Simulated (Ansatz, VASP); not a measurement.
One calculation of SnO, two programs

```
Sn O
1.0
     3.82015    0.00030    0.00000
    -0.00031    3.82015    0.00000
     0.00000    0.00000   22.22608
Sn O
4 4
Direct
  0.99995 0.99995 0.20246
  0.49995 0.49995 0.30878
  0.49995 0.74995 0.47975
  0.99995 0.24995 0.58607
  0.99995 0.49995 0.25562
  0.49995 0.99995 0.25562
  0.49995 0.24995 0.53291
  0.99995 0.74995 0.53291
```

Alike in both runs: task single point; functional PBE; dispersion D3(BJ); k mesh 7 × 7 × 1; occupations gaussian, width 0.05 eV; no spin polarisation.

|  | VASP | Ansatz |
| --- | --- | --- |
| version | VASP 6.6.1 | Ansatz 0.2.0 |
| potentials or method | VASP PAW PBE potentials, release 64 (Sn_d, O), cutoff 520 eV | scalar-relativistic, plane waves, PAW |
| valence electrons in the cell | 80 | 80 |

```tsv
	VASP	Ansatz	Ansatz less VASP
gap on the k mesh at the Fermi level (eV)	2.07	2.08	+0.008
least direct gap on the mesh (eV)	2.28	2.29	+0.009
rms of the force components (eV/Å)	0.042	0.055	+0.0129
```

Ansatz's warnings: structure snapped to symmetry.
